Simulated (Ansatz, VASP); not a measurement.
**GaAs in VASP and in Ansatz**

POSCAR

```
GaAs
1.0
    0.0000000000      2.8330850955      2.9464084993
    2.8330850955      0.0000000000      2.9464084993
    2.8330850955      2.8330850955      0.0000000000
Ga As
1 1
Direct
    0.0000000000      0.0000000000      0.0000000000
    0.2500000000      0.2500000000      0.2500000000
```

Contents of INCAR.step1:

```
SYSTEM = GaAs
ALGO = Normal ; EDIFF = 1E-5
ENCUT = 660 ; GGA = PE
GGA_COMPAT = .FALSE. ; ISMEAR = -1
LASPH = .TRUE. ; LCHARG = .FALSE.
LREAL = .FALSE. ; LWAVE = .TRUE.
NBANDS = 21 ; NELM = 120
PREC = Accurate ; SIGMA = 0.02
```

The input INCAR.step2:

```
SYSTEM = GaAs
ALGO = Normal ; EDIFF = 1E-6
ENCUT = 660 ; GGA_COMPAT = .FALSE.
ISIF = 2 ; ISMEAR = -1
ISTART = 1 ; LASPH = .TRUE.
LCHARG = .FALSE. ; LMIXTAU = .TRUE.
LREAL = .FALSE. ; LWAVE = .FALSE.
METAGGA = R2SCAN ; NBANDS = 21
NELM = 120 ; PREC = Accurate
SIGMA = 0.02
```

Contents of KPOINTS:

```
k-points
0
G
  8 8 8
  0 0 0
```

Input for Ansatz:

```yaml
crystal:
  lattice:
    - [0.0, 2.8330850955, 2.9464084993]
    - [2.8330850955, 0.0, 2.9464084993]
    - [2.8330850955, 2.8330850955, 0.0]
  atoms:
    - { symbol: Ga, position: [0.0, 0.0, 0.0] }
    - { symbol: As, position: [0.25, 0.25, 0.25] }
kpoints:
  mp_grid: { grid: [8, 8, 8] }
  band_path:
    path:
      - [0.0, 0.0, 0.0]
      - [-0.5, -0.5, 0.0]
      - [-0.375, -0.375, 0.25]
      - [-0.375, 0.0, 0.375]
      - [0.0, 0.0, 0.5]
      - [-0.5, -0.25, 0.25]
    npoints: 1
hamiltonian:
  xc: r2scan
scf:
  occupations: { method: fermi_dirac, width: 0.02 }
  n_extra_bands: 4
output:
  forces: true
  stress: true
  eigenvalues: true
```

Change from the starting cell: uniaxial_z strain +4.0%.

Alike in both runs: task single point; functional r2SCAN; k mesh 8 × 8 × 8; occupations fermi-dirac, width 0.02 eV; no spin polarisation.

```csv
,VASP,Ansatz
version,VASP 6.6.1,Ansatz 0.2.0
potentials or method,"VASP PAW PBE potentials, release 64 (Ga_d, As_d)","plane waves, PAW"
plane-wave cutoff (eV),660,500
valence electrons in the cell,28,28
```

VASP gave:

| Property | Result |
| --- | --- |
| pressure (GPa) | -2.6 |
| traceless stress, the component that is largest in VASP (GPa) | -1.84 |

Q: Which values does Ansatz return?

A: Pressure (GPa): -2.6; traceless stress, the component that is largest in VASP (GPa): -1.85.

VASP's potentials were made for PBE, not for r2SCAN.
